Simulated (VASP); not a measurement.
# Na (P6_3/mmc) in VASP: a series of runs

Na is run at these levels: PBEsol; tasks: single point.

Everything below comes from runs of VASP 6.6.1. Logs are shortened: lines on timing, memory, paths and dates and some standing lists are left out, and cuts for length are marked.

## (1) The cell of the first run

The structure is hexagonal, space group P6_3/mmc (No. 194). Conventional cell: a = 2.746 Å, b = 2.746 Å, c = 4.461 Å, α = 90.00°, β = 90.00°, γ = 120.00°. Na (site symmetry -6m2) has 12 Na at 2.74 to 2.75 Å within 3.6 Å.

This isn't the form of Na at room conditions, which is bcc.

## (2) Single point, PBEsol (14.57 Å³/atom)

File POSCAR:

```
Na
1.0
    2.7464839438      0.0000000000      0.0000000000
   -1.3732419719      2.3785248665      0.0000000000
    0.0000000000      0.0000000000      4.4605455092
Na
2
Direct
    0.3333333333      0.6666666667      0.2500000000
    0.6666666667      0.3333333333      0.7500000000
```

File INCAR.step1:

```
SYSTEM = Na
ALGO     = Normal         ! electronic algorithm
EDIFF    = 1E-6           ! SCF threshold, eV
ENCUT    = 520            ! plane-wave cutoff, eV
GGA      = PS             ! functional
ISIF     = 2              ! what is computed and relaxed
ISMEAR   = -1             ! smearing method
LASPH    = .TRUE.         ! aspherical terms in the spheres
LCHARG   = .TRUE.         ! write CHGCAR
LREAL    = .FALSE.        ! projectors in reciprocal space
LWAVE    = .FALSE.        ! write WAVECAR
NBANDS   = 14             ! bands
NELM     = 100            ! most SCF steps
PREC     = Accurate       ! precision mode
SIGMA    = 0.08           ! smearing width, eV
```

File KPOINTS.step1:

```
k-points
0
G
  12 12 7
  0 0 0
```

File INCAR.step2:

```
SYSTEM = Na
ALGO     = Normal         ! electronic algorithm
EDIFF    = 1E-6           ! SCF threshold, eV
ENCUT    = 520            ! plane-wave cutoff, eV
GGA      = PS             ! functional
ICHARG   = 11             ! starting density
ISIF     = 2              ! what is computed and relaxed
ISMEAR   = -5             ! smearing method
LASPH    = .TRUE.         ! aspherical terms in the spheres
LCHARG   = .FALSE.        ! write CHGCAR
LORBIT   = 10             ! projections on sites
LREAL    = .FALSE.        ! projectors in reciprocal space
LWAVE    = .FALSE.        ! write WAVECAR
NEDOS    = 1001           ! points of the DOS
NELM     = 100            ! most SCF steps
PREC     = Accurate       ! precision mode
SIGMA    = 0.08           ! smearing width, eV
```

File KPOINTS.step2:

```
k-points
0
G
  18 18 11
  0 0 0
```

Potentials or basis: VASP PAW PBE potentials, release 64 (Na_pv).

Launch:

```sh
$ cat potpaw_PBE.64/Na_pv/POTCAR > POTCAR
$ cp INCAR.step1 INCAR
$ cp KPOINTS.step1 KPOINTS
$ mpirun -np 1 vasp_std > vasp.out
$ cp INCAR.step2 INCAR
$ cp KPOINTS.step2 KPOINTS
$ mpirun -np 1 vasp_std > vasp.out
```

OUTCAR:

```text
SYSTEM = Na
   EDIFF = 1E-6
   ENCUT = 520
   GGA = PS
   ICHARG = 11
   ISIF = 2
   ISMEAR = -5
   LASPH = .TRUE.
   LORBIT = 10
   LREAL = .FALSE.
   NELM = 100
   PREC = Accurate

 ion  position               nearest neighbor table
   1  0.333  0.667  0.250-   2 2.74   2 2.74   2 2.74   2 2.74   2 2.74   2 2.74
   2  0.667  0.333  0.750-   1 2.74   1 2.74   1 2.74   1 2.74   1 2.74   1 2.74

  LATTYP: Found a hexagonal cell.
 ALAT       =     2.7464839438
 C/A-ratio  =     1.6240930588

  Lattice vectors:

 A1 = (   2.7464839438,   0.0000000000,   0.0000000000)
 A2 = (  -1.3732419719,   2.3785248665,   0.0000000000)
 A3 = (   0.0000000000,   0.0000000000,   4.4605455092)

Analysis of symmetry for initial positions (statically):
=====================================================================
 Subroutine PRICEL returns:
 Original cell was already a primitive cell.

 Routine SETGRP: Setting up the symmetry group for a
 hexagonal supercell.

 Subroutine GETGRP returns: Found 24 space group operations
 (whereof 12 operations were pure point group operations)
 out of a pool of 24 trial point group operations.

The static configuration has the point symmetry D_3d.
 The point group associated with its full space group is D_6h.

Analysis of symmetry for dynamics (positions and initial velocities):
=====================================================================
 Subroutine PRICEL returns:
 Original cell was already a primitive cell.

 Routine SETGRP: Setting up the symmetry group for a
 hexagonal supercell.

 Subroutine GETGRP returns: Found 24 space group operations
 (whereof 12 operations were pure point group operations)
 out of a pool of 24 trial point group operations.

The dynamic configuration has the point symmetry D_3d.
 The point group associated with its full space group is D_6h.

 Subroutine INISYM returns: Found 24 space group operations
 (whereof 12 operations are pure point group operations),
 and found     1 'primitive' translations

----------------------------------------------------------------------------------------

                                     Primitive cell

  volume of cell :      29.1389

  direct lattice vectors                    reciprocal lattice vectors
     2.746483944  0.000000000  0.000000000     0.364101892  0.210214325  0.000000000
    -1.373241972  2.378524866  0.000000000     0.000000000  0.420428651  0.000000000
     0.000000000  0.000000000  4.460545509     0.000000000  0.000000000  0.224187826

  length of vectors
     2.746483944  2.746483944  4.460545509     0.420428651  0.420428651  0.224187826

  position of ions in fractional coordinates (direct lattice)
     0.333333333  0.666666667  0.250000000
     0.666666667  0.333333333  0.750000000

  ion indices of the primitive-cell ions
   primitive index   ion index
                 1           1
                 2           2

----------------------------------------------------------------------------------------

 KPOINTS: k-points

Automatic generation of k-mesh.
 Grid dimensions read from file:
 generate k-points for:   18   18   11

 Generating k-lattice:

  Cartesian coordinates                     Fractional coordinates (reciprocal lattice)
     0.020227883  0.011678574  0.000000000     0.055555556  0.000000000  0.000000000
     0.000000000  0.023357147  0.000000000     0.000000000  0.055555556  0.000000000
     0.000000000  0.000000000  0.020380711     0.000000000  0.000000000  0.090909091

  Length of vectors
     0.023357147  0.023357147  0.020380711

  Shift w.r.t. Gamma in fractional coordinates (k-lattice)
     0.000000000  0.000000000  0.000000000

 TETIRR: Found   3464 inequivalent tetrahedra from    21384

 Subroutine IBZKPT returns following result:
 ===========================================

 Found    222 irreducible k-points:

 Following reciprocal coordinates:
            Coordinates               Weight
  0.000000  0.000000  0.000000      1.000000
  0.055556 -0.000000  0.000000      6.000000
  0.111111 -0.000000  0.000000      6.000000
  0.166667  0.000000  0.000000      6.000000
  0.222222  0.000000  0.000000      6.000000
  0.277778  0.000000  0.000000      6.000000
[... 16 lines left out ...]
  0.333333  0.111111  0.000000     12.000000
  0.388889  0.111111  0.000000     12.000000
 [... further k-points ...]
   k-points           NKPTS =    222   k-points in BZ     NKDIM =    222   number of bands    NBANDS=     11
   number of dos      NEDOS =   1001   number of ions     NIONS =      2
   total plane-waves  NPLWV =  14400
   dimension x,y,z NGX =    20 NGY =   20 NGZ =   36
   dimension x,y,z NGXF=    40 NGYF=   40 NGZF=   72
   ions per type =               2
   NGX,Y,Z   is equivalent  to a cutoff of  12.11, 12.11, 13.42 a.u.
   NGXF,Y,Z  is equivalent  to a cutoff of  24.21, 24.21, 26.83 a.u.
 SYSTEM =  Na
   PREC   = accura    normal or accurate (medium, high low for compatibility)
   ISTART =      0    job   : 0-new  1-cont  2-samecut
   ICHARG =     11    charge: 1-file 2-atom 10-const
   ISPIN  =      1    spin polarized calculation?
   LNONCOLLINEAR =      F non collinear calculations
   LSORBIT =      F    spin-orbit coupling
   LASPH  =      T    aspherical Exc in radial PAW
   ENCUT  =  520.0 eV  38.22 Ry    6.18 a.u.   5.11  5.11  8.29*2*pi/ulx,y,z
   NELM   =    100;   NELMIN=  2; NELMDL=  0     # of ELM steps
   EDIFF  = 0.1E-05   stopping-criterion for ELM
   LREAL  =      F    real-space projection
   EDIFFG = 0.1E-04   stopping-criterion for IOM
   NSW    =      0    number of steps for IOM
   IBRION =     -1    ionic relax: 0-MD 1-quasi-New 2-CG
   NFREE  =      0    steps in history (QN), initial steepest desc. (CG)
   ISIF   =      2    stress and relaxation
   ISYM   =      2    0-nonsym 1-usesym 2-fastsym
   POTIM  = 0.5000    time-step for ionic-motion
   TEBEG  =    0.0;   TEEND  =   0.0 temperature during run
   PSTRESS=    0.0 pullay stress
   NELECT =      14.0000    total number of electrons
   NUPDOWN=      -1.0000    fix difference up-down
   EMIN   =  10.00;   EMAX   =-10.00  energy-range for DOS
   EFERMI =   0.00;   METHOD = LEGACY
   ISMEAR =    -5;   SIGMA  =   0.08  broadening in eV -4-tet -1-fermi 0-gaus
   EFERMI_NEDOS =   21; number of points for ismear=-14 and -15
   IALGO  =     38    algorithm
   IMIX   =      4    mixing-type and parameters
     AMIX     =   0.40;   BMIX     =  1.00
     AMIX_MAG =   1.60;   BMIX_MAG =  1.00
  volume/ion in A,a.u.               =      14.57        98.32
  Fermi-wavevector in a.u.,A,eV,Ry     =   1.282212  2.423030 22.368908  1.644068
  Thomas-Fermi vector in A             =   2.414537
   LORBIT       =     10    0 simple, 1 ext, 2 COOP (PROOUT), +10 PAW based schemes
   GGA     = PS    functional components
   LHFCALC =     F    Hartree Fock is set to
   AEXX    =    0.0000 exact exchange contribution
   IVDW    =     0    specifies the selected vdW correction
   LEPSILON=     F    determine dielectric tensor
   LRPA    =     F    only Hartree local field effects (RPA)
 non-spin polarized calculation
 Fermi weights with tetrahedron method with Bloechl corrections
  energy-cutoff  :      520.00
  volume of cell :       29.14
 maximum number of plane-waves:       798

 number of electron      14.0000002 magnetization

 Free energy of the ion-electron system (eV)
  ---------------------------------------------------
  ext. energy  EPLUGINS =         0.00000000
  ---------------------------------------------------
  free energy    TOTEN  =        -0.22310936 eV

  energy without entropy =       -0.22310936  energy(sigma->0) =       -0.22310936

 E-fermi :   5.0502     XC(G=0):  -9.6477

 val. band max:        5.0001946805   @ k =   0.2778   0.0000   0.2727
 cond. band min:       5.0438665875   @ k =   0.2222   0.1667   0.3636
 fundamental gap:      0.0436719070
 Fermi energy:         5.0502059979

 k-point     1 :       0.0000    0.0000    0.0000
  band No.  band energies     occupation
      1     -20.7300      2.00000
      2     -20.1436      2.00000
      3     -20.1436      2.00000
      4     -20.0700      2.00000
      5     -20.0700      2.00000
      6     -20.0683      2.00000
      7      -0.9204      2.00000
      8       5.8826      0.00000
      9       7.0031      0.00000
     10      21.0357      0.00000
     11      21.0373      0.00000

 k-point     2 :       0.0556   -0.0000    0.0000
  band No.  band energies     occupation
      1     -20.7226      2.00000
      2     -20.1583      2.00000
      3     -20.1481      2.00000
      4     -20.0861      2.00000
      5     -20.0717      2.00000
      6     -20.0704      2.00000
      7      -0.8277      2.00000
      8       5.9384      0.00000
      9       7.0862      0.00000
     10      19.4973      0.00000
     11      20.8010      0.00000

 k-point     3 :       0.1111   -0.0000    0.0000
  band No.  band energies     occupation
      1     -20.7011      2.00000
      2     -20.2012      2.00000
      3     -20.1609      2.00000
      4     -20.1315      2.00000
      5     -20.0768      2.00000
      6     -20.0766      2.00000
      7      -0.5522      2.00000
      8       6.1068      0.00000
      9       7.3306      0.00000
     10      17.5341      0.00000
     11      20.3344      0.00000

 k-point     4 :       0.1667    0.0000    0.0000
  band No.  band energies     occupation
      1     -20.6669      2.00000
      2     -20.2685      2.00000
      3     -20.1982      2.00000
      4     -20.1799      2.00000
      5     -20.0871      2.00000
      6     -20.0853      2.00000
      7      -0.1018      2.00000
      8       6.3900      0.00000
      9       7.7202      0.00000
     10      15.6053      0.00000
     11      19.1327      0.00000
[... 239 lines left out ...]
 k-point    22 :       0.2778    0.1111    0.0000
  band No.  band energies     occupation
      1     -20.5210      2.00000
      2     -20.5032      2.00000
      3     -20.4370      2.00000
      4     -20.2640      2.00000
      5     -20.1541      2.00000
      6     -20.1524      2.00000
      7       2.4114      2.00000
      8       8.1425      0.00000
      9       9.1489      0.00000
     10      10.9457      0.00000
     11      14.5016      0.00000

 k-point    23 :       0.3333    0.1111    0.0000
  band No.  band energies     occupation
      1     -20.5844      2.00000
      2     -20.4787      2.00000
      3     -20.4533      2.00000
      4     -20.2904      2.00000
      5     -20.1817      2.00000
      6     -20.1653      2.00000
      7       3.4163      2.00000
      8       8.3563      0.00000
      9       8.9115      0.00000
     10      10.8857      0.00000
     11      13.9441      0.00000

 k-point    24 :       0.3889    0.1111    0.0000
  band No.  band energies     occupation
      1     -20.6252      2.00000
      2     -20.5058      2.00000
      3     -20.4135      2.00000
      4     -20.3075      2.00000
      5     -20.2068      2.00000
      6     -20.1738      2.00000
      7       4.5125      2.05379
      8       7.1130      0.00000
      9       9.7538      0.00000
     10      11.2499      0.00000
     11      12.6345      0.00000

 [... further k-points ...]

------------------------ aborting loop because EDIFF is reached ----------------------------------------

  FORCE on cell =-STRESS in cart. coord.  units (eV):
  Direction    XX          YY          ZZ          XY          YZ          ZX
  --------------------------------------------------------------------------------------
  -------------------------------------------------------------------------------------
  Total        7.2876297      7.2876297      7.2911606      0.0000000      0.0000000      0.0000000
  in kB      400.7044293    400.7044293    400.8985764      0.0000000      0.0000000      0.0000000
  external PRESSURE =     400.7691450 kB  Pullay stress =       0.0000000 kB

 VOLUME and BASIS-vectors are now :
 -----------------------------------------------------------------------------
  energy-cutoff  :      520.00
  volume of cell :       29.14
      direct lattice vectors                 reciprocal lattice vectors
     2.746483944  0.000000000  0.000000000     0.364101892  0.210214325  0.000000000
    -1.373241972  2.378524866  0.000000000     0.000000000  0.420428651  0.000000000
     0.000000000  0.000000000  4.460545509     0.000000000  0.000000000  0.224187826

 POSITION                                       TOTAL-FORCE (eV/Angst)
 -----------------------------------------------------------------------------------
     -0.00000      1.58568      1.11514        -0.000000      0.000000     -0.000000
      1.37324      0.79284      3.34541         0.000000      0.000000      0.000000
 -----------------------------------------------------------------------------------
    total drift:                               -0.000000      0.000000      0.000000

  FREE ENERGIE OF THE ION-ELECTRON SYSTEM (eV)
  ---------------------------------------------------
  free  energy   TOTEN  =        -0.2231093591 eV

  energy  without entropy=       -0.2231093591  energy(sigma->0) =       -0.22310936

 total charge

# of ion       s       p       d       tot
------------------------------------------
    1        0.223   6.039   0.000   6.262
    2        0.223   6.039   0.000   6.262
--------------------------------------------------
tot          0.446  12.079   0.000  12.525
```

Run time: 82 s. Hardware: 1 thread of Intel Xeon 8259CL, shared host; peak memory 0.17 GiB.

What came out:

| Quantity | Value |
| --- | --- |
| Valence electrons inside the program's atomic spheres | Na 6.26 |

Caveat: the PAW data sets were made with another functional, which shifts forces and pressure a little; tetrahedron occupations give inexact forces and stress in metals.

## (3) Single point, PBEsol (16.39 Å³/atom)

This run uses another cell than the first one, of 16.39 Å³/atom.

File POSCAR:

```
Na
1.0
    2.8564584109      0.0000000000      0.0000000000
   -1.4282292055      2.4737655487      0.0000000000
    0.0000000000      0.0000000000      4.6391542779
Na
2
Direct
    0.3333333333      0.6666666667      0.2500000000
    0.6666666667      0.3333333333      0.7500000000
```

File INCAR.step1:

```
SYSTEM = Na
ALGO = Normal
EDIFF = 1E-6
ENCUT = 520
GGA = PS
ISIF = 2
ISMEAR = -1
LASPH = .True.
LCHARG = .True.
LREAL = .False.
LWAVE = .False.
NBANDS = 14
NELM = 60
PREC = Accurate
SIGMA = 0.08
```

File KPOINTS.step1:

```
k-points
0
Gamma
  12 12 7
  0 0 0
```

File INCAR.step2:

```
SYSTEM = Na
ALGO = Normal
EDIFF = 1E-6
ENCUT = 520
GGA = PS
ICHARG = 11
ISIF = 2
ISMEAR = -5
LASPH = .True.
LCHARG = .False.
LORBIT = 11
LREAL = .False.
LWAVE = .False.
NBANDS = 14
NEDOS = 2001
NELM = 60
PREC = Accurate
SIGMA = 0.08
```

File KPOINTS.step2:

```
k-points
0
Gamma
  18 18 11
  0 0 0
```

Potentials or basis: VASP PAW PBE potentials, release 64 (Na_pv).

Launch:

```sh
$ cat potpaw_PBE.64/Na_pv/POTCAR > POTCAR
$ cp INCAR.step1 INCAR
$ cp KPOINTS.step1 KPOINTS
$ mpirun -np 1 vasp_std > vasp.out
$ cp INCAR.step2 INCAR
$ cp KPOINTS.step2 KPOINTS
$ mpirun -np 1 vasp_std > vasp.out
```

Run time: 93 s. Hardware: 1 thread of Intel Xeon 8259CL, shared host; peak memory 0.2 GiB.

Results (log left out):

```
Valence electrons inside the program's atomic spheres : Na 6.22
```

Levels at points of the mesh, in eV from the Fermi level:
```tsv
k point	band 3	band 4	band 5	band 6	band 7	band 8	band 9	band 10	band 11	band 12
(0.00, 0.00, 0.00)	-24.96	-24.91	-24.91	-24.91	-5.55	0.77	1.85	15.15	15.15	15.85
(0.50, 0.00, 0.00)	-25.16	-25.07	-25.01	-24.96	0.18	0.79	4.96	6.28	6.79	7.68
```

Caveat: the PAW data sets were made with another functional, which shifts forces and pressure a little; tetrahedron occupations give inexact forces and stress in metals.
